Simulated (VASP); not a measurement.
The system is PbI2.

```
Pb I
1.0
     4.55500    0.00000    0.00000
    -2.27750    3.94475    0.00000
     0.00000    0.00000    6.97700
Pb I
1 2
Direct
  0.00000 0.00000 0.00000
  0.33333 0.66667 0.26500
  0.66667 0.33333 0.73500
```

* Program: VASP 6.6.1
* Task: relaxation of cell and atoms
* Functional: LDA
* Potentials or basis: VASP PAW LDA potentials, release 64 (Pb_d, I)
* Cutoff: 500 eV
* k mesh: 7 × 7 × 4
* Occupations: fermi-dirac, width 0.02 eV
* Spin: no spin polarisation

At the start: pressure -1.0 GPa; volume 41.79 Å³/atom.

Task: Where does the relaxation end?

Result: Over 14 steps the energy falls by 7.7 meV/atom and the volume is 39.17 Å³/atom (-6.3 %); space group P-3m1 (No. 164, to 0.05 Å).

Step by step:
| step | energy change (eV) | largest force (eV/Å) | pressure (GPa) | volume (Å³) |
| --- | --- | --- | --- | --- |
| 1 | 0.0000 | 0.0578 | -1.01 | 125.36 |
| 2 | -0.0133 | 0.1512 | 0.13 | 120.65 |
| 3 | -0.0136 | 0.1243 | -0.02 | 121.22 |
| 4 | -0.0150 | 0.1145 | -0.02 | 120.89 |
| 5 | -0.0185 | 0.0841 | -0.01 | 119.92 |
| 6 | -0.0216 | 0.0171 | 0.02 | 117.98 |
| 7 | -0.0224 | 0.0008 | -0.06 | 118.01 |
| 8 | -0.0227 | 0.0224 | -0.15 | 118.06 |
| 9 | -0.0230 | 0.0075 | -0.04 | 117.59 |
| 10 | -0.0230 | 0.0048 | -0.02 | 117.51 |
| 11 | -0.0230 | 0.0051 | -0.02 | 117.52 |
| 12 | -0.0230 | 0.0064 | -0.03 | 117.56 |
| 13 | -0.0230 | 0.0055 | -0.03 | 117.53 |
| 14 | -0.0230 | 0.0025 | -0.01 | 117.50 |

Final structure:
```
Pb I
1.0
     4.47370    0.00000    0.00000
    -2.23685    3.87434    0.00000
     0.00000    0.00000    6.77892
Pb I
1 2
Cartesian
  0.0000 0.0000 0.0000
  0.0000 2.5829 1.8641
  2.2369 1.2914 4.9148
```
